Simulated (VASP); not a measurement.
# Be2Ga2C3: single point with PBE

The system is Be2Ga2C3.

```
Be Ga C
1.0
     2.68222    1.54858    3.29387
    -2.68222    1.54858    3.29387
     0.00000   -3.09716    3.29387
Be Ga C
2 2 3
Direct
  0.23666 0.23666 0.23666
  0.76334 0.76334 0.76334
  0.00000 0.00000 0.00000
  0.50000 0.50000 0.50000
  0.00000 0.00000 0.50000
  0.50000 0.00000 0.00000
  0.00000 0.50000 0.00000
```

| Property | Result |
| --- | --- |
| Program | VASP 6.6.1 |
| Task | single point |
| Functional | PBE |
| Potentials or basis | VASP PAW PBE potentials, release 64 (Be, Ga_d, C) |
| Cutoff | 520 eV |
| k mesh | 6 × 6 × 6 |
| Occupations | gaussian, width 0.1 eV |
| Spin | no spin polarisation |
| Dipole correction | no |
| Further INCAR settings | ALGO = Normal; EDIFF = 1e-07; NBANDS = 30 |

```yaml
Pressure: 0.5 GPa
Largest_force: 0.034 eV/Å
Band_gap_on_the_k_mesh: zero (band 21 reaches 5.98 eV, above the bottom of band 22 at 4.42 eV)
```

Forces in eV/Å, atoms in the order of the input:
```
Be   0.000  0.000  0.034
Be   0.000  0.000 -0.034
Ga   0.000  0.000  0.000
Ga   0.000  0.000  0.000
C    0.000  0.000  0.000
C    0.000  0.000  0.000
C    0.000  0.000  0.000
```

Stress tensor (GPa, compression positive):
```
0.61 0.00 0.00
0.00 0.61 0.00
0.00 0.00 0.19
```

Levels at points of the mesh, in eV from the Fermi level:
| k point | band 17 | band 18 | band 19 | band 20 | band 21 | band 22 | band 23 | band 24 | band 25 | band 26 |
| --- | --- | --- | --- | --- | --- | --- | --- | --- | --- | --- |
| (0.00, 0.00, 0.00) | -4.49 | -2.61 | -2.61 | -2.43 | -0.35 | 0.65 | 0.65 | 1.11 | 1.98 | 3.64 |
| (0.50, 0.00, 0.00) | -3.18 | -2.91 | -2.56 | -2.40 | -1.67 | -0.48 | 1.04 | 1.49 | 3.53 | 3.97 |
| (0.50, 0.50, 0.00) | -3.24 | -3.13 | -2.32 | -1.76 | 0.27 | 0.76 | 1.46 | 1.73 | 3.80 | 5.02 |
| (0.50, 0.50, 0.50) | -4.84 | -4.36 | -0.36 | -0.36 | 1.07 | 1.07 | 1.59 | 2.27 | 3.79 | 4.66 |

Wall time 56 s on 1 thread of Intel(R) Xeon(R) Platinum 8375C CPU @ 2.90GHz (Ice Lake), with other jobs on the host, peak memory 0.24 GiB.
